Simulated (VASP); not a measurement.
Write the native input for VASP 6.6.1 that does the following.

```
Task                   : relaxation of cell and atoms
Functional             : PBE
Potentials or basis    : VASP PAW PBE potentials, release 64 (Na_pv)
Cutoff                 : 600 eV
k mesh                 : 7 × 7 × 7
Occupations            : fermi-dirac, width 0.1 eV
Spin                   : no spin polarisation
Target pressure        : 15 GPa
Dipole correction      : no
Further INCAR settings : ALGO = Normal; EDIFF = 1e-07; IBRION = 2; EDIFFG = -0.02; NSW = 60; ISIF = 3
```

The structure of Na lies in POSCAR:

```
Na
1.0
    2.1400000000      2.1400000000      2.1400000000
   -2.1400000000      2.1400000000      2.1400000000
   -2.1400000000     -2.1400000000      2.1400000000
Na
1
Direct
    0.0000000000      0.0000000000      0.0000000000
```

One way to write it, as run:

INCAR

```
SYSTEM = Na
PREC = Accurate
ENCUT = 600
EDIFF = 1E-7
ISMEAR = -1
SIGMA = 0.1
LREAL = .FALSE.
LASPH = .TRUE.
NELM = 80
ALGO = Normal
ISIF = 3
LWAVE = .FALSE.
LCHARG = .FALSE.
GGA = PE
IBRION = 2
NSW = 60
EDIFFG = -0.02
PSTRESS = 150.0
```

KPOINTS

```
regular mesh
0
G
  7 7 7
  0 0 0
```

Potentials or basis: VASP PAW PBE potentials, release 64 (Na_pv).

Command:

```console
$ cat potpaw_PBE.64/Na_pv/POTCAR > POTCAR
$ mpirun -np 1 vasp_std > vasp.out
```

It gave:

```yaml
Relaxed_volume: 20.02 Å³/atom
Relaxed_cell: a = 2.963 Å, b = 2.963 Å, c = 2.963 Å, α = 70.53°, β = 109.47°, γ = 70.53°
Space_group_after_relaxing_to_0.05_Å: Im-3m (No. 229)
Energy_change_on_relaxing_the_enthalpy_is_what_falls: +481.8 meV/atom
Ionic_steps: 5
Pressure_after_relaxing: 15.0 GPa
```

Caveat: the cell is relaxed towards a set pressure, so the enthalpy falls and the energy may rise; the volume moved by over 15 % at a fixed basis, so the end points are rough.

Run time: 28 s on 1 thread of AMD EPYC 7R13 Processor (Zen 3), with other jobs on the host, peak memory 0.13 GiB.
